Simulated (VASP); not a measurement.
Input of a VASP 6.6.1 run:

Contents of INCAR:

```
ALGO = Normal ; EDIFF = 1E-6
ENCUT = 520 ; GGA = PS
ISIF = 2 ; ISMEAR = 0
LASPH = True ; LCHARG = False
LREAL = False ; LWAVE = False
NBANDS = 19 ; NELM = 80
PREC = Accurate ; SIGMA = 0.05
```

The input KPOINTS:

```
k-points
0
Gamma
  10 10 6
```

File POSCAR:

```
Ti
1.0
    2.9085022221      0.0000000000      0.0000000000
   -1.4542511111      2.5188368113      0.0000000000
    0.0000000000      0.0000000000      4.5643349951
Ti
2
Direct
    0.3333333333      0.6666666667      0.2500000000
    0.6666666667      0.3333333333      0.7500000000
```

Potentials or basis: VASP PAW PBE potentials, release 64 (Ti_sv).

Command:

```bash
$ cat potpaw_PBE.64/Ti_sv/POTCAR > POTCAR
$ mpirun -np 1 vasp_std > vasp.out
```

(1) What does it give for the pressure?

(2) Estimate the band gap on the k mesh.

Results:

(1) -0.3 GPa.

(2) zero (bands 12 and 13 overlap by 0.99 eV).

Caveat: the PAW data sets were made with another functional, which shifts forces and pressure a little.
